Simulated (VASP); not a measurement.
# Ge in VASP: notebook

The runs below take Ge through single point, with PBEsol.

Everything below comes from runs of VASP 6.6.1. Logs are shortened: lines on timing, memory, paths and dates and some standing lists are left out, and cuts for length are marked.

### 1 The cell of the first run

The cell holds a slab with vacuum, 4 atoms: a = 4.013 Å, b = 5.676 Å, c = 18.007 Å, α = 90.00°, β = 90.00°, γ = 90.00°.

### 2 Single point, PBEsol

The input, INCAR:

```
SYSTEM = Ge
PREC = Accurate
ENCUT = 520
EDIFF = 1E-6
ISMEAR = -1
SIGMA = 0.02
LREAL = .FALSE.
LASPH = .TRUE.
NELM = 60
ALGO = Normal
ISIF = 2
LWAVE = .FALSE.
LCHARG = .FALSE.
LDIPOL = .TRUE.
IDIPOL = 3
DIPOL = 0.5 0.5 0.500
GGA = PS
NBANDS = 36
```

The input, KPOINTS:

```
regular mesh
0
G
  7 5 1
  0 0 0
```

The input, POSCAR:

```
Ge
1.0
    4.0132784970      0.0000000000      0.0000000000
    0.0000000000      5.6756328800      0.0000000000
    0.0000000000      0.0000000000     18.0066000000
Ge
4
Direct
    0.0000000000      0.3750000000      0.4442804514
    0.5000000000      0.1250000000      0.4442804514
    0.5000000000      0.8750000000      0.5557195486
    0.0000000000      0.6250000000      0.5557195486
```

Potentials or basis: VASP PAW PBE potentials, release 64 (Ge_d).

Started as:

```
> cat potpaw_PBE.64/Ge_d/POTCAR > POTCAR
> mpirun -np 1 vasp_std > vasp.out
```

OUTCAR:

```text
SYSTEM = Ge
   PREC = Accurate
   ENCUT = 520
   EDIFF = 1E-6
   ISMEAR = -1
   LREAL = .FALSE.
   LASPH = .TRUE.
   NELM = 60
   ISIF = 2
   GGA = PS

 ion  position               nearest neighbor table
   1  0.000  0.375  0.444-   4 2.46   2 2.46   2 2.46
   2  0.500  0.125  0.444-   3 2.46   1 2.46   1 2.46
   3  0.500  0.875  0.556-   2 2.46   4 2.46   4 2.46
   4  0.000  0.625  0.556-   1 2.46   3 2.46   3 2.46

  LATTYP: Found a simple orthorhombic cell.
 ALAT       =     4.0132784970
 B/A-ratio  =     1.4142135624
 C/A-ratio  =     4.4867556571

  Lattice vectors:

 A1 = (   4.0132784970,   0.0000000000,   0.0000000000)
 A2 = (   0.0000000000,   5.6756328800,   0.0000000000)
 A3 = (   0.0000000000,   0.0000000000,  18.0066000000)

Analysis of symmetry for initial positions (statically):
=====================================================================
 Subroutine PRICEL returns:
 Original cell was already a primitive cell.

 Routine SETGRP: Setting up the symmetry group for a
 simple orthorhombic supercell.

 Subroutine GETGRP returns: Found  8 space group operations
 (whereof  4 operations were pure point group operations)
 out of a pool of  8 trial point group operations.

The static configuration has the point symmetry C_2h.
 The point group associated with its full space group is D_2h.

Analysis of symmetry for dynamics (positions and initial velocities):
=====================================================================
 Subroutine PRICEL returns:
 Original cell was already a primitive cell.

 Routine SETGRP: Setting up the symmetry group for a
 simple orthorhombic supercell.

 Subroutine GETGRP returns: Found  8 space group operations
 (whereof  4 operations were pure point group operations)
 out of a pool of  8 trial point group operations.

The dynamic configuration has the point symmetry C_2h.
 The point group associated with its full space group is D_2h.

 Subroutine INISYM returns: Found  8 space group operations
 (whereof  4 operations are pure point group operations),
 and found     1 'primitive' translations

----------------------------------------------------------------------------------------

                                     Primitive cell

  volume of cell :     410.1525

  direct lattice vectors                    reciprocal lattice vectors
     4.013278497  0.000000000  0.000000000     0.249172840  0.000000000  0.000000000
     0.000000000  5.675632880  0.000000000     0.000000000  0.176191805  0.000000000
     0.000000000  0.000000000 18.006600000     0.000000000  0.000000000  0.055535193

  length of vectors
     4.013278497  5.675632880 18.006600000     0.249172840  0.176191805  0.055535193

  position of ions in fractional coordinates (direct lattice)
     0.000000000  0.375000000  0.444280451
     0.500000000  0.125000000  0.444280451
     0.500000000  0.875000000  0.555719549
     0.000000000  0.625000000  0.555719549

  ion indices of the primitive-cell ions
   primitive index   ion index
                 1           1
                 2           2
                 3           3
                 4           4

----------------------------------------------------------------------------------------

 KPOINTS: regular mesh

Automatic generation of k-mesh.
 Grid dimensions read from file:
 generate k-points for:    7    5    1

 Generating k-lattice:

  Cartesian coordinates                     Fractional coordinates (reciprocal lattice)
     0.035596120  0.000000000  0.000000000     0.142857143  0.000000000  0.000000000
     0.000000000  0.035238361  0.000000000     0.000000000  0.200000000  0.000000000
     0.000000000  0.000000000  0.055535193     0.000000000  0.000000000  1.000000000

  Length of vectors
     0.035596120  0.035238361  0.055535193

  Shift w.r.t. Gamma in fractional coordinates (k-lattice)
     0.000000000  0.000000000  0.000000000

 Subroutine IBZKPT returns following result:
 ===========================================

 Found     12 irreducible k-points:

 Following reciprocal coordinates:
            Coordinates               Weight
  0.000000  0.000000  0.000000      1.000000
  0.142857  0.000000  0.000000      2.000000
  0.285714  0.000000  0.000000      2.000000
  0.428571  0.000000  0.000000      2.000000
  0.000000  0.200000  0.000000      2.000000
  0.142857  0.200000  0.000000      4.000000
  0.285714  0.200000  0.000000      4.000000
  0.428571  0.200000  0.000000      4.000000
  0.000000  0.400000  0.000000      2.000000
  0.142857  0.400000  0.000000      4.000000
  0.285714  0.400000  0.000000      4.000000
  0.428571  0.400000  0.000000      4.000000
   k-points           NKPTS =     12   k-points in BZ     NKDIM =     12   number of bands    NBANDS=     36
   number of dos      NEDOS =    301   number of ions     NIONS =      4
   total plane-waves  NPLWV = 176400
   dimension x,y,z NGX =    30 NGY =   42 NGZ =  140
   dimension x,y,z NGXF=    60 NGYF=   84 NGZF=  280
   ions per type =               4
   NGX,Y,Z   is equivalent  to a cutoff of  12.43, 12.30, 12.93 a.u.
   NGXF,Y,Z  is equivalent  to a cutoff of  24.85, 24.60, 25.85 a.u.
 SYSTEM =  Ge
   PREC   = accura    normal or accurate (medium, high low for compatibility)
   ISTART =      0    job   : 0-new  1-cont  2-samecut
   ICHARG =      2    charge: 1-file 2-atom 10-const
   ISPIN  =      1    spin polarized calculation?
   LNONCOLLINEAR =      F non collinear calculations
   LSORBIT =      F    spin-orbit coupling
   LASPH  =      T    aspherical Exc in radial PAW
   ENCUT  =  520.0 eV  38.22 Ry    6.18 a.u.   7.46 10.55 33.48*2*pi/ulx,y,z
   NELM   =     60;   NELMIN=  2; NELMDL= -5     # of ELM steps
   EDIFF  = 0.1E-05   stopping-criterion for ELM
   LREAL  =      F    real-space projection
   EDIFFG = 0.1E-04   stopping-criterion for IOM
   NSW    =      0    number of steps for IOM
   IBRION =     -1    ionic relax: 0-MD 1-quasi-New 2-CG
   NFREE  =      0    steps in history (QN), initial steepest desc. (CG)
   ISIF   =      2    stress and relaxation
   ISYM   =      2    0-nonsym 1-usesym 2-fastsym
   POTIM  = 0.5000    time-step for ionic-motion
   TEBEG  =    0.0;   TEEND  =   0.0 temperature during run
   PSTRESS=    0.0 pullay stress
   NELECT =      56.0000    total number of electrons
   NUPDOWN=      -1.0000    fix difference up-down
   EMIN   =  10.00;   EMAX   =-10.00  energy-range for DOS
   EFERMI =   0.00;   METHOD = LEGACY
   ISMEAR =    -1;   SIGMA  =   0.02  broadening in eV -4-tet -1-fermi 0-gaus
   EFERMI_NEDOS =   21; number of points for ismear=-14 and -15
   IALGO  =     38    algorithm
   IMIX   =      4    mixing-type and parameters
     AMIX     =   0.40;   BMIX     =  1.00
     AMIX_MAG =   1.60;   BMIX_MAG =  1.00
  volume/ion in A,a.u.               =     102.54       691.96
  Fermi-wavevector in a.u.,A,eV,Ry     =   0.842990  1.593020  9.668736  0.710632
  Thomas-Fermi vector in A             =   1.957785
   LORBIT       =      0    0 simple, 1 ext, 2 COOP (PROOUT), +10 PAW based schemes
   GGA     = PS    functional components
   LHFCALC =     F    Hartree Fock is set to
   AEXX    =    0.0000 exact exchange contribution
   IVDW    =     0    specifies the selected vdW correction
   LEPSILON=     F    determine dielectric tensor
   LRPA    =     F    only Hartree local field effects (RPA)
 non-spin polarized calculation
  energy-cutoff  :      520.00
  volume of cell :      410.15
 maximum number of plane-waves:     11095
 NGX is ok and might be reduce to    30
   NGX = 15   NGY = 21   NGZ = 67

 number of electron      55.9999995 magnetization

 dipolmoment           0.000000      0.000000     -0.000000 electrons x Angstroem

 Free energy of the ion-electron system (eV)
  ---------------------------------------------------
  ext. energy  EPLUGINS =         0.00000000
  ---------------------------------------------------
  free energy    TOTEN  =       -16.80269459 eV

  energy without entropy =      -16.80209109  energy(sigma->0) =      -16.80239284

 E-fermi :  -2.5889     XC(G=0):  -3.0933

 val. band max:       -2.6607362472   @ k =   0.0000   0.0000   0.0000
 cond. band min:      -2.5168542594   @ k =   0.4286   0.0000   0.0000
 fundamental gap:      0.1438819878
 Fermi energy:        -2.5888557636

 k-point     1 :       0.0000    0.0000    0.0000
  band No.  band energies     occupation
      1     -26.8801      2.00000
      2     -26.8369      2.00000
      3     -26.8321      2.00000
      4     -26.8299      2.00000
      5     -26.8144      2.00000
      6     -26.7807      2.00000
[... 28 lines left out ...]
     35       1.8500      0.00000
     36       2.0524      0.00000

 k-point     2 :       0.1429    0.0000    0.0000
  band No.  band energies     occupation
      1     -26.8794      2.00000
      2     -26.8464      2.00000
      3     -26.8315      2.00000
      4     -26.8282      2.00000
      5     -26.8189      2.00000
      6     -26.7731      2.00000
[... 28 lines left out ...]
     35       2.0188      0.00000
     36       2.2249      0.00000

 k-point     3 :       0.2857    0.0000    0.0000
  band No.  band energies     occupation
      1     -26.8774      2.00000
      2     -26.8597      2.00000
      3     -26.8264      2.00000
      4     -26.8237      2.00000
      5     -26.8220      2.00000
      6     -26.7839      2.00000
[... 28 lines left out ...]
     35       2.5762      0.00000
     36       2.8990      0.00000
[... 274 lines left out ...]
 k-point    11 :       0.2857    0.4000    0.0000
  band No.  band energies     occupation
      1     -26.8724      2.00000
      2     -26.8667      2.00000
      3     -26.8307      2.00000
      4     -26.8277      2.00000
      5     -26.8006      2.00000
      6     -26.7957      2.00000
[... 28 lines left out ...]
     35       2.8859      0.00000
     36       3.1222      0.00000

 k-point    12 :       0.4286    0.4000    0.0000
  band No.  band energies     occupation
      1     -26.8740      2.00000
      2     -26.8722      2.00000
      3     -26.8295      2.00000
      4     -26.8277      2.00000
      5     -26.7908      2.00000
      6     -26.7879      2.00000
[... 28 lines left out ...]
     35       3.2522      0.00000
     36       3.6630      0.00000

------------------------ aborting loop because EDIFF is reached ----------------------------------------

 vacuum level on the upper side and lower side of the slab       (xc-potential included)        -0.073        -0.073

  FORCE on cell =-STRESS in cart. coord.  units (eV):
  Direction    XX          YY          ZZ          XY          YZ          ZX
  --------------------------------------------------------------------------------------
  -------------------------------------------------------------------------------------
  Total        0.0774012     -1.1134909     -1.4294823      0.0000000      0.0000000      0.0000000
  in kB        0.3023521     -4.3496262     -5.5839827      0.0000000      0.0000000      0.0000000
  external PRESSURE =      -3.2104189 kB  Pullay stress =       0.0000000 kB

 VOLUME and BASIS-vectors are now :
 -----------------------------------------------------------------------------
  energy-cutoff  :      520.00
  volume of cell :      410.15
      direct lattice vectors                 reciprocal lattice vectors
     4.013278497  0.000000000  0.000000000     0.249172840  0.000000000  0.000000000
     0.000000000  5.675632880  0.000000000     0.000000000  0.176191805  0.000000000
     0.000000000  0.000000000 18.006600000     0.000000000  0.000000000  0.055535193

 POSITION                                       TOTAL-FORCE (eV/Angst)
 -----------------------------------------------------------------------------------
      0.00000      2.12836      7.99998         0.000000     -0.006809      0.347849
      2.00664      0.70945      7.99998         0.000000      0.006809      0.347849
      2.00664      4.96618     10.00662         0.000000     -0.006809     -0.347849
      0.00000      3.54727     10.00662         0.000000      0.006809     -0.347849
 -----------------------------------------------------------------------------------
    total drift:                                0.000000      0.000000      0.000000

  FREE ENERGIE OF THE ION-ELECTRON SYSTEM (eV)
  ---------------------------------------------------
  free  energy   TOTEN  =       -16.8026945946 eV

  energy  without entropy=      -16.8020910915  energy(sigma->0) =      -16.80239284

 vacuum level on the upper side and lower side of the slab         1.889         1.889
```

It took 6.6 min on 1 thread of AMD EPYC 7R13, shared host; peak memory 0.46 GiB.

What came out:

* Free energy: -16.8027 eV
* Largest force: 0.348 eV/Å
* Band gap on the k mesh: 0.14 eV (least direct gap 0.52 eV)

Forces in eV/Å, atoms in the order of the input:
```
Ge   0.000 -0.007  0.348
Ge   0.000  0.007  0.348
Ge   0.000 -0.007 -0.348
Ge   0.000  0.007 -0.348
```

Levels at points of the mesh, in eV from the valence-band top:
```
           k point  band 25  band 26  band 27  band 28  band 29  band 30  band 31  band 32
(0.00, 0.00, 0.00)    -2.41    -1.66    -1.56     0.00     1.30     2.01     2.48     2.75
```

Caveat: the PAW data sets were made with another functional, which shifts forces and pressure a little.

### 3 Single point, PBEsol

The input, INCAR:

```
SYSTEM = Ge
  ALGO = Normal
  DIPOL = 0.5 0.5 0.500
  EDIFF = 1E-6
  ENCUT = 520
  GGA = PS
  IDIPOL = 3
  ISIF = 2
  ISMEAR = -1
  LASPH = .TRUE.
  LCHARG = .FALSE.
  LDIPOL = .TRUE.
  LREAL = .FALSE.
  LWAVE = .FALSE.
  NBANDS = 36
  NELM = 60
  PREC = Accurate
  SIGMA = 0.02
```

The input, KPOINTS:

```
k-points
0
G
  7 5 1
  0 0 0
```

The input, POSCAR:

```
Ge
1.0
    4.0132784970      0.0000000000      0.0000000000
    0.0000000000      5.6756328800      0.0000000000
    0.0000000000      0.0000000000     18.0066000000
Ge
4
Direct
    0.0000000000      0.3717872573      0.4474610441
    0.5000000000      0.1282127427      0.4474610441
    0.5000000000      0.8717853467      0.5525389559
    0.0000000000      0.6282146533      0.5525389559
```

Potentials or basis: VASP PAW PBE potentials, release 64 (Ge_d).

Started as:

```
> cat potpaw_PBE.64/Ge_d/POTCAR > POTCAR
> mpirun -np 1 vasp_std > vasp.out
```

Wall time 6.2 min (1 thread of AMD EPYC 7R13, shared host); peak memory 0.46 GiB.

It converged, with:

| Quantity | Value |
| --- | --- |
| Free energy | -16.8443 eV |
| Largest force | 0.007 eV/Å |
| Band gap on the k mesh | 0.26 eV (least direct gap 0.56 eV) |

Forces in eV/Å, atoms in the order of the input:
```
Ge   0.000 -0.007 -0.003
Ge   0.000  0.007 -0.003
Ge   0.000 -0.007  0.003
Ge   0.000  0.007  0.003
```

Levels at points of the mesh, in eV from the valence-band top:
```csv
k point,band 24,band 25,band 26,band 27,band 28,band 29,band 30,band 31,band 32,band 33
"(0.00, 0.00, 0.00)",-2.36,-2.27,-1.73,-1.71,0.00,1.47,1.93,2.71,2.72,3.86
```

Caveat: the PAW data sets were made with another functional, which shifts forces and pressure a little.
